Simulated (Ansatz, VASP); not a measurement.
**One calculation of Pt, two programs**

Contents of INCAR:

```
ALGO = Normal
EDIFF = 1E-6
ENCUT = 500
GGA = PS
ISIF = 2
ISMEAR = 0
LASPH = T
LCHARG = T
LELF = T
LREAL = F
LVHAR = T
LWAVE = F
NELM = 60
PREC = Accurate
SIGMA = 0.1
```

File KPOINTS:

```
k-points
0
Gamma
  12 12 12
```

File POSCAR:

```
Pt
2.7731
    0.000000000000      0.707114781292      0.707114781292
    0.707114781292      0.000000000000      0.707114781292
    0.707114781292      0.707114781292      0.000000000000
Pt
1
Direct
    0.0000000000      0.0000000000      0.0000000000
```

input.yaml

```yaml
crystal:
  lattice:
    - [0.0, 1.9609, 1.9609]
    - [1.9609, 0.0, 1.9609]
    - [1.9609, 1.9609, 0.0]
  atoms:
    - { symbol: Pt, position: [0.0, 0.0, 0.0] }
hamiltonian:
  xc: pbesol
  pseudopotentials: { kind: paw }
kpoints:
  mp_grid: { grid: [12, 12, 12] }
scf:
  occupations: { method: gaussian, width: 0.1 }
output:
  forces: true
  stress: true
  eigenvalues: true
```

Alike in both runs: task single point; functional PBEsol; k mesh 12 × 12 × 12; occupations gaussian, width 0.1 eV; no spin polarisation.

|  | VASP | Ansatz |
| --- | --- | --- |
| version | VASP 6.6.1 | Ansatz 0.2.0 |
| potentials or method | VASP PAW PBE potentials, release 64 (Pt) | Ansatz PAW |
| plane-wave cutoff (eV) | 500 | 420 |
| valence electrons in the cell | 10 | 18 |

VASP gave:

| Quantity | Value |
| --- | --- |
| gap on the k mesh at the Fermi level (eV) | none |
| pressure (GPa) | -1.0 |

Problem. Which values does Ansatz return?

Solution. gap on the k mesh at the Fermi level (eV): none; pressure (GPa): -0.6.

VASP's potentials were made for PBE, not for PBEsol. A gap of «none» marks a metal or a gap that the smearing closes. With one functional, cell and mesh, what is left measures potentials, basis and numerics. VASP's potentials hold 10 valence electrons a cell and Ansatz's 18, so a difference there can come from the potentials and not from the codes.

Neither program's run includes spin-orbit coupling.
